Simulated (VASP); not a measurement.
Write the native input for VASP 6.6.1 that does the following.

| Quantity | Value |
| --- | --- |
| Task | single point |
| Functional | PBEsol |
| Potentials or basis | VASP PAW PBE potentials, release 64 (Na_pv, F) |
| Cutoff | 520 eV |
| k mesh | 8 × 8 × 8 |
| Occupations | gaussian, width 0.05 eV |
| Spin | no spin polarisation |
| Dipole correction | no |
| Further INCAR settings | ALGO = Normal; EDIFF = 1e-07; NBANDS = 14 |

The structure of NaF lies in POSCAR:

```
NaF
1.0
    0.0000000000      2.1927305400      2.3233000000
    2.4538694600      0.0000000000      2.3233000000
    2.4538694600      2.1927305400      0.0000000000
Na F
1 1
Direct
    0.0000000000      0.0000000000      0.0000000000
    0.5000000000      0.5000000000      0.5000000000
```

This cell differs from its parent crystal: strain +0.0562 x Voigt [1, -1, 0, 0, 0, 0].

One way to write it, as run:

INCAR

```
  ALGO = Normal
  EDIFF = 1E-7
  ENCUT = 520
  GGA = PS
  ISIF = 2
  ISMEAR = 0
  LASPH = T
  LCHARG = F
  LREAL = F
  LWAVE = F
  NBANDS = 14
  NELM = 80
  PREC = Accurate
  SIGMA = 0.05
```

KPOINTS

```
k-points
0
Gamma
  8 8 8
```

Potentials or basis: VASP PAW PBE potentials, release 64 (Na_pv, F).

Command:

```bash
$ cat potpaw_PBE.64/Na_pv/POTCAR potpaw_PBE.64/F/POTCAR > POTCAR
$ mpirun -np 1 vasp_std > vasp.out
```

Results of the run:

| Item | Value |
| --- | --- |
| Pressure | 0.8 GPa |
| Band gap on the k mesh | 6.12 eV, direct |

Caveat: the cell differs from its parent crystal (strain +0.0562 x Voigt [1, -1, 0, 0, 0, 0]); the PAW data sets were made with another functional, which shifts forces and pressure a little.

Wall time 20 s on 1 thread of AMD EPYC 7R13 Processor (Zen 3), on a shared host, peak memory 0.13 GiB.
